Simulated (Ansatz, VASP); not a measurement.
**Ag2Au in VASP and in Ansatz**

```
Ag Au
1.0
     0.00000    3.83569    3.83569
     3.83569    0.00000    3.83569
     3.83569    3.83569    0.00000
Ag Au
4 2
Direct
  0.62500 0.62500 0.62500
  0.12500 0.62500 0.62500
  0.62500 0.62500 0.12500
  0.62500 0.12500 0.62500
  0.00000 0.00000 0.00000
  0.25000 0.25000 0.25000
```

Alike in both runs: functional PBE; k mesh 8 × 8 × 8; occupations gaussian, width 0.1 eV; no spin polarisation.

Ansatz relaxed the structure, and its values are those at the end. VASP's run is a single point on that final structure, the one shown.

|  | VASP | Ansatz |
| --- | --- | --- |
| version | VASP 6.6.1 | Ansatz 0.2.0 |
| potentials or method | VASP PAW PBE potentials, release 64 (Ag, Au), cutoff 520 eV | scalar-relativistic, plane waves, PAW |
| valence electrons in the cell | 66 | 114 |

Ansatz gave:

* gap on the k mesh at the Fermi level (eV): none
* pressure (GPa): 0.0

Task: Which values does VASP return?

Result: gap on the k mesh at the Fermi level (eV): none; pressure (GPa): -0.1.

A gap of «none» marks a metal or a gap that the smearing closes. VASP's potentials hold 66 valence electrons a cell and Ansatz's 114, so a difference there can come from the potentials and not from the codes.

Neither program's run includes spin-orbit coupling.
